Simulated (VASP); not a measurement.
MoRu2: single point with PBE

Crystal: MoRu2.

```
Mo Ru
1.0
     4.57465    0.00000    0.00000
    -2.28733    3.96176    0.00000
     0.00000    0.00000    4.20404
Mo Ru
2 4
Direct
  0.66667 0.33333 0.00000
  0.33333 0.66667 0.00000
  0.00000 0.00000 0.00000
  0.00000 0.33136 0.50000
  0.66864 0.66864 0.50000
  0.33136 0.00000 0.50000
```

| Item | Value |
| --- | --- |
| Program | VASP 6.6.1 |
| Task | single point |
| Functional | PBE |
| Potentials or basis | VASP PAW PBE potentials, release 64 (Mo_sv, Ru_pv) |
| Cutoff | 520 eV |
| k mesh | 12 × 12 × 8 |
| Occupations | gaussian, width 0.1 eV |
| Spin | no spin polarisation |
| Dipole correction | no |
| Further INCAR settings | ALGO = Fast; EDIFF = 1e-06; NBANDS = 51 |

* Pressure: 49.7 GPa
* Largest force: 0.009 eV/Å
* Band gap on the k mesh: zero (bands 42 and 43 overlap by 1.06 eV)

Forces on the atoms (eV/Å):
```
Mo   0.000  0.000  0.000
Mo   0.000  0.000  0.000
Ru   0.000  0.000  0.000
Ru   0.005 -0.008  0.000
Ru   0.005  0.008  0.000
Ru  -0.009  0.000  0.000
```

Levels at points of the mesh, in eV from the Fermi level:
```csv
k point,band 40,band 41,band 42,band 43,band 44,band 45
"(0.00, 0.00, 0.00)",-0.79,-0.79,-0.15,-0.15,1.89,1.96
"(0.50, 0.00, 0.00)",-0.85,-0.68,-0.33,0.11,0.41,0.55
"(0.00, 0.00, 0.50)",-1.60,-0.71,-0.71,-0.35,-0.35,1.30
"(0.50, 0.00, 0.50)",-0.91,-0.42,0.19,0.88,1.71,1.72
```

Run time: 2.8 min on 1 thread of Intel(R) Xeon(R) 6975P-C (Granite Rapids), with other jobs on the host, peak memory 0.39 GiB.

Caveat: the cell stands under pressure.
